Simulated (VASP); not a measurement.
# TiB2 (P6/mmm) in VASP: a series of runs

The runs below take TiB2 through single point, with PBE.

Program: VASP 6.6.1. These are calculated values, not measurements. Logs are shortened: lines on timing, memory, paths and dates and some standing lists are left out, and cuts for length are marked.

**1. The cell of the first run**

The structure is hexagonal, space group P6/mmm (No. 191). Conventional cell: a = 3.029 Å, b = 3.029 Å, c = 3.261 Å, α = 90.00°, β = 90.00°, γ = 120.00°. Ti (site symmetry 6/mmm) has 12 B at 2.39 Å and 6 Ti at 3.03 Å within 3.2 Å. Within 2.3 Å of B (site symmetry -6m2) lie 3 B at 1.75 Å.

**2. Single point, PBE (zz strain of +1 %)**

File INCAR:

```
SYSTEM = TiB2
PREC     = Accurate       ! precision mode
ENCUT    = 520            ! plane-wave cutoff, eV
EDIFF    = 1E-7           ! SCF threshold, eV
ISMEAR   = -1             ! smearing method
SIGMA    = 0.08           ! smearing width, eV
LREAL    = .FALSE.        ! projectors in reciprocal space
LASPH    = .TRUE.         ! aspherical terms in the spheres
NELM     = 80             ! most SCF steps
ALGO     = Normal         ! electronic algorithm
ISIF     = 2              ! what is computed and relaxed
LWAVE    = .FALSE.        ! write WAVECAR
LCHARG   = .TRUE.         ! write CHGCAR
GGA      = PE             ! functional
LELF     = .TRUE.         ! ELF
LVHAR    = .TRUE.       
NBANDS   = 16             ! bands
```

File KPOINTS:

```
regular mesh
0
G
  15 15 13
  0 0 0
```

File POSCAR:

```
TiB2
1.0
    3.0291982016      0.0000000000      0.0000000000
   -1.5145991008      2.6233625957      0.0000000000
    0.0000000000      0.0000000000      3.2606840000
Ti B
1 2
Direct
    0.0000000000      0.0000000000      0.0000000000
    0.3333333333      0.6666666667      0.5000000000
    0.6666666667      0.3333333333      0.5000000000
```

Potentials or basis: VASP PAW PBE potentials, release 64 (Ti_sv, B).

On the command line:

```
cat potpaw_PBE.64/Ti_sv/POTCAR potpaw_PBE.64/B/POTCAR > POTCAR
mpirun -np 1 vasp_std > vasp.out
```

OUTCAR:

```text
SYSTEM = TiB2
   PREC = Accurate
   ENCUT = 520
   EDIFF = 1E-7
   ISMEAR = -1
   LREAL = .FALSE.
   LASPH = .TRUE.
   NELM = 80
   ISIF = 2
   GGA = PE

 ion  position               nearest neighbor table
   1  0.000  0.000  0.000-   2 2.39   3 2.39   2 2.39   3 2.39   3 2.39   3 2.39   2 2.39   2 2.39
                             3 2.39   3 2.39   2 2.39   2 2.39
   2  0.333  0.667  0.500-   3 1.75   3 1.75   3 1.75   1 2.39   1 2.39   1 2.39   1 2.39   1 2.39
                             1 2.39
   3  0.667  0.333  0.500-   2 1.75   2 1.75   2 1.75   1 2.39   1 2.39   1 2.39   1 2.39   1 2.39
                             1 2.39

  LATTYP: Found a hexagonal cell.
 ALAT       =     3.0291982016
 C/A-ratio  =     1.0764181750

  Lattice vectors:

 A1 = (   3.0291982016,   0.0000000000,   0.0000000000)
 A2 = (  -1.5145991008,   2.6233625957,   0.0000000000)
 A3 = (   0.0000000000,   0.0000000000,   3.2606840000)

Analysis of symmetry for initial positions (statically):
=====================================================================
 Subroutine PRICEL returns:
 Original cell was already a primitive cell.

 Routine SETGRP: Setting up the symmetry group for a
 hexagonal supercell.

 Subroutine GETGRP returns: Found 24 space group operations
 (whereof 24 operations were pure point group operations)
 out of a pool of 24 trial point group operations.

The static configuration has the point symmetry D_6h.

Analysis of symmetry for dynamics (positions and initial velocities):
=====================================================================
 Subroutine PRICEL returns:
 Original cell was already a primitive cell.

 Routine SETGRP: Setting up the symmetry group for a
 hexagonal supercell.

 Subroutine GETGRP returns: Found 24 space group operations
 (whereof 24 operations were pure point group operations)
 out of a pool of 24 trial point group operations.

The dynamic configuration has the point symmetry D_6h.

 Subroutine INISYM returns: Found 24 space group operations
 (whereof 24 operations are pure point group operations),
 and found     1 'primitive' translations

----------------------------------------------------------------------------------------

                                     Primitive cell

  volume of cell :      25.9116

  direct lattice vectors                    reciprocal lattice vectors
     3.029198202  0.000000000  0.000000000     0.330120360  0.190595079  0.000000000
    -1.514599101  2.623362596  0.000000000     0.000000000  0.381190157  0.000000000
     0.000000000  0.000000000  3.260684000     0.000000000  0.000000000  0.306684119

  length of vectors
     3.029198202  3.029198202  3.260684000     0.381190157  0.381190157  0.306684119

  position of ions in fractional coordinates (direct lattice)
     0.000000000  0.000000000  0.000000000
     0.333333333  0.666666667  0.500000000
     0.666666667  0.333333333  0.500000000

  ion indices of the primitive-cell ions
   primitive index   ion index
                 1           1
                 2           2
                 3           3

----------------------------------------------------------------------------------------

 KPOINTS: regular mesh

Automatic generation of k-mesh.
 Grid dimensions read from file:
 generate k-points for:   15   15   13

 Generating k-lattice:

  Cartesian coordinates                     Fractional coordinates (reciprocal lattice)
     0.022008024  0.012706339  0.000000000     0.066666667  0.000000000  0.000000000
     0.000000000  0.025412677  0.000000000     0.000000000  0.066666667  0.000000000
     0.000000000  0.000000000  0.023591086     0.000000000  0.000000000  0.076923077

  Length of vectors
     0.025412677  0.025412677  0.023591086

  Shift w.r.t. Gamma in fractional coordinates (k-lattice)
     0.000000000  0.000000000  0.000000000

 Subroutine IBZKPT returns following result:
 ===========================================

 Found    189 irreducible k-points:

 Following reciprocal coordinates:
            Coordinates               Weight
  0.000000  0.000000  0.000000      1.000000
  0.066667  0.000000  0.000000      6.000000
  0.133333  0.000000  0.000000      6.000000
  0.200000  0.000000  0.000000      6.000000
  0.266667  0.000000  0.000000      6.000000
  0.333333  0.000000  0.000000      6.000000
[... 16 lines left out ...]
  0.333333  0.200000  0.000000     12.000000
  0.400000  0.200000  0.000000      6.000000
 [... further k-points ...]
   k-points           NKPTS =    189   k-points in BZ     NKDIM =    189   number of bands    NBANDS=     16
   number of dos      NEDOS =    301   number of ions     NIONS =      3
   total plane-waves  NPLWV =  13824
   dimension x,y,z NGX =    24 NGY =   24 NGZ =   24
   dimension x,y,z NGXF=    48 NGYF=   48 NGZF=   48
   ions per type =               1   2
   NGX,Y,Z   is equivalent  to a cutoff of  13.17, 13.17, 12.24 a.u.
   NGXF,Y,Z  is equivalent  to a cutoff of  26.34, 26.34, 24.47 a.u.
 SYSTEM =  TiB2
   PREC   = accura    normal or accurate (medium, high low for compatibility)
   ISTART =      0    job   : 0-new  1-cont  2-samecut
   ICHARG =      2    charge: 1-file 2-atom 10-const
   ISPIN  =      1    spin polarized calculation?
   LNONCOLLINEAR =      F non collinear calculations
   LSORBIT =      F    spin-orbit coupling
   LASPH  =      T    aspherical Exc in radial PAW
   ENCUT  =  520.0 eV  38.22 Ry    6.18 a.u.   5.63  5.63  6.06*2*pi/ulx,y,z
   NELM   =     80;   NELMIN=  2; NELMDL= -5     # of ELM steps
   EDIFF  = 0.1E-06   stopping-criterion for ELM
   LREAL  =      F    real-space projection
   EDIFFG = 0.1E-05   stopping-criterion for IOM
   NSW    =      0    number of steps for IOM
   IBRION =     -1    ionic relax: 0-MD 1-quasi-New 2-CG
   NFREE  =      0    steps in history (QN), initial steepest desc. (CG)
   ISIF   =      2    stress and relaxation
   ISYM   =      2    0-nonsym 1-usesym 2-fastsym
   POTIM  = 0.5000    time-step for ionic-motion
   TEBEG  =    0.0;   TEEND  =   0.0 temperature during run
   PSTRESS=    0.0 pullay stress
   NELECT =      18.0000    total number of electrons
   NUPDOWN=      -1.0000    fix difference up-down
   EMIN   =  10.00;   EMAX   =-10.00  energy-range for DOS
   EFERMI =   0.00;   METHOD = LEGACY
   ISMEAR =    -1;   SIGMA  =   0.08  broadening in eV -4-tet -1-fermi 0-gaus
   EFERMI_NEDOS =   21; number of points for ismear=-14 and -15
   IALGO  =     38    algorithm
   IMIX   =      4    mixing-type and parameters
     AMIX     =   0.40;   BMIX     =  1.00
     AMIX_MAG =   1.60;   BMIX_MAG =  1.00
  volume/ion in A,a.u.               =       8.64        58.29
  Fermi-wavevector in a.u.,A,eV,Ry     =   1.449887  2.739889 28.601782  2.102172
  Thomas-Fermi vector in A             =   2.567562
   LORBIT       =      0    0 simple, 1 ext, 2 COOP (PROOUT), +10 PAW based schemes
   GGA     = PE    functional components
   LHFCALC =     F    Hartree Fock is set to
   AEXX    =    0.0000 exact exchange contribution
   IVDW    =     0    specifies the selected vdW correction
   LEPSILON=     F    determine dielectric tensor
   LRPA    =     F    only Hartree local field effects (RPA)
 non-spin polarized calculation
  energy-cutoff  :      520.00
  volume of cell :       25.91
 maximum number of plane-waves:       721
 NGX is ok and might be reduce to    24
   NGX = 11   NGY = 11   NGZ = 13

 number of electron      18.0000005 magnetization

 Free energy of the ion-electron system (eV)
  ---------------------------------------------------
  ext. energy  EPLUGINS =         0.00000000
  ---------------------------------------------------
  free energy    TOTEN  =       -24.42919865 eV

  energy without entropy =      -24.42109112  energy(sigma->0) =      -24.42514488

 E-fermi :   9.9075     XC(G=0): -12.7185

 val. band max:        9.8846276975   @ k =   0.2000   0.2000   0.0769
 cond. band min:       9.9447247453   @ k =   0.0000   0.0000   0.3846
 fundamental gap:      0.0600970478
 Fermi energy:         9.9074642979

 k-point     1 :       0.0000    0.0000    0.0000
  band No.  band energies     occupation
      1     -47.1065      2.00000
      2     -23.4643      2.00000
      3     -23.1382      2.00000
      4     -23.1382      2.00000
      5      -3.5768      2.00000
      6       7.3737      2.00000
[... 8 lines left out ...]
     15      15.6934      0.00000
     16      16.8866      0.00000

 k-point     2 :       0.0667    0.0000    0.0000
  band No.  band energies     occupation
      1     -47.1042      2.00000
      2     -23.4613      2.00000
      3     -23.1559      2.00000
      4     -23.1422      2.00000
      5      -3.4914      2.00000
      6       7.1220      2.00000
[... 8 lines left out ...]
     15      16.2187      0.00000
     16      17.1546      0.00000

 k-point     3 :       0.1333    0.0000    0.0000
  band No.  band energies     occupation
      1     -47.0976      2.00000
      2     -23.4529      2.00000
      3     -23.2059      2.00000
      4     -23.1535      2.00000
      5      -3.2384      2.00000
      6       6.4409      2.00000
[... 8 lines left out ...]
     15      17.3836      0.00000
     16      17.9594      0.00000

 k-point     4 :       0.2000    0.0000    0.0000
  band No.  band energies     occupation
      1     -47.0879      2.00000
      2     -23.4406      2.00000
      3     -23.2788      2.00000
      4     -23.1702      2.00000
      5      -2.8264      2.00000
      6       5.4943      2.00000
[... 8 lines left out ...]
     15      17.6796      0.00000
     16      18.8491      0.00000
[... 324 lines left out ...]
 k-point    22 :       0.2667    0.2000    0.0000
  band No.  band energies     occupation
      1     -47.0556      2.00000
      2     -23.4587      2.00000
      3     -23.3996      2.00000
      4     -23.2837      2.00000
      5      -0.6878      2.00000
      6       2.9796      2.00000
[... 8 lines left out ...]
     15      18.3043      0.00000
     16      19.6962      0.00000

 k-point    23 :       0.3333    0.2000    0.0000
  band No.  band energies     occupation
      1     -47.0502      2.00000
      2     -23.4815      2.00000
      3     -23.3928      2.00000
      4     -23.3089      2.00000
      5       0.1515      2.00000
      6       2.0452      2.00000
[... 8 lines left out ...]
     15      18.4614      0.00000
     16      19.7447      0.00000

 k-point    24 :       0.4000    0.2000    0.0000
  band No.  band energies     occupation
      1     -47.0483      2.00000
      2     -23.4892      2.00000
      3     -23.3904      2.00000
      4     -23.3182      2.00000
      5       1.0132      2.00000
      6       1.1395      2.00000
[... 8 lines left out ...]
     15      18.5457      0.00000
     16      19.7567      0.00000

 [... further k-points ...]
[... 5 lines left out ...]
  --------------------------------------------------------------------------------------
  -------------------------------------------------------------------------------------
  Total       -0.0364166     -0.0364166     -0.7510012      0.0000000      0.0000000      0.0000000
  in kB       -2.2517217     -2.2517217    -46.4361802      0.0000000      0.0000000      0.0000000
  external PRESSURE =     -16.9798745 kB  Pullay stress =       0.0000000 kB

 VOLUME and BASIS-vectors are now :
 -----------------------------------------------------------------------------
  energy-cutoff  :      520.00
  volume of cell :       25.91
      direct lattice vectors                 reciprocal lattice vectors
     3.029198202  0.000000000  0.000000000     0.330120360  0.190595079  0.000000000
    -1.514599101  2.623362596  0.000000000     0.000000000  0.381190157  0.000000000
     0.000000000  0.000000000  3.260684000     0.000000000  0.000000000  0.306684119

 POSITION                                       TOTAL-FORCE (eV/Angst)
 -----------------------------------------------------------------------------------
      0.00000      0.00000      0.00000        -0.000000      0.000000     -0.000000
     -0.00000      1.74891      1.63034         0.000000      0.000000     -0.000000
      1.51460      0.87445      1.63034         0.000000     -0.000000      0.000000
 -----------------------------------------------------------------------------------
    total drift:                               -0.000000      0.000000      0.000000

  FREE ENERGIE OF THE ION-ELECTRON SYSTEM (eV)
  ---------------------------------------------------
  free  energy   TOTEN  =       -24.4291986504 eV

  energy  without entropy=      -24.4210911188  energy(sigma->0) =      -24.42514488
```

Run time: 58 s. Hardware: 1 thread of Intel Xeon Platinum 8259CL at 2.50GHz (Skylake/Cascade Lake), shared host; peak memory 0.2 GiB.

Results:

```
Free energy            : -24.4292 eV
Pressure               : -1.7 GPa
Band gap on the k mesh : zero (band 9 reaches 10.24 eV, above the bottom of band 10 at 9.79 eV)
```

Stress tensor (GPa, compression positive):
```
-0.23  0.00  0.00
 0.00 -0.23  0.00
 0.00  0.00 -4.64
```

Levels at points of the mesh, in eV from the Fermi level:
```
           k point  band 6  band 7  band 8  band 9  band 10  band 11  band 12  band 13
(0.00, 0.00, 0.00)   -2.53   -2.53   -2.45   -2.14     1.84     1.84     3.53     3.53
```

Caveat: the cell differs from its parent crystal (zz strain of +1 %).

**3. Single point, PBE (zz strain of +3 %)**

File INCAR:

```
ALGO = Normal ; EDIFF = 1E-7
ENCUT = 520 ; GGA = PE
ISIF = 2 ; ISMEAR = -1
LASPH = T ; LCHARG = F
LREAL = F ; LWAVE = F
NBANDS = 16 ; NELM = 80
PREC = Accurate ; SIGMA = 0.08
```

File KPOINTS:

```
k-points
0
Gamma
  15 15 13
```

POSCAR: that of step 2 with these lines changed.

```diff
@@ -4,3 +4,3 @@
    -1.5145991008      2.6233625957      0.0000000000
-    0.0000000000      0.0000000000      3.2606840000
+    0.0000000000      0.0000000000      3.3252520000
 Ti B
```

Potentials or basis: VASP PAW PBE potentials, release 64 (Ti_sv, B).

On the command line:

```
cat potpaw_PBE.64/Ti_sv/POTCAR potpaw_PBE.64/B/POTCAR > POTCAR
mpirun -np 1 vasp_std > vasp.out
```

Wall time 71 s (1 thread of Intel Xeon Platinum 8259CL at 2.50GHz (Skylake/Cascade Lake), shared host); peak memory 0.2 GiB.

It converged, with:

```
Free energy            : -24.4014 eV
Pressure               : -5.6 GPa
Band gap on the k mesh : zero (band 9 reaches 10.11 eV, above the bottom of band 10 at 9.58 eV)
```

Stress tensor (GPa, compression positive):
```
 -1.97   0.00   0.00
  0.00  -1.97   0.00
  0.00   0.00 -12.78
```

Levels at points of the mesh, in eV from the Fermi level:
```csv
k point,band 5,band 6,band 7,band 8,band 9,band 10,band 11,band 12,band 13,band 14
"(0.00, 0.00, 0.00)",-13.40,-2.65,-2.36,-2.36,-2.15,1.78,1.78,3.33,3.33,5.87
```

Caveat: the cell differs from its parent crystal (zz strain of +3 %).
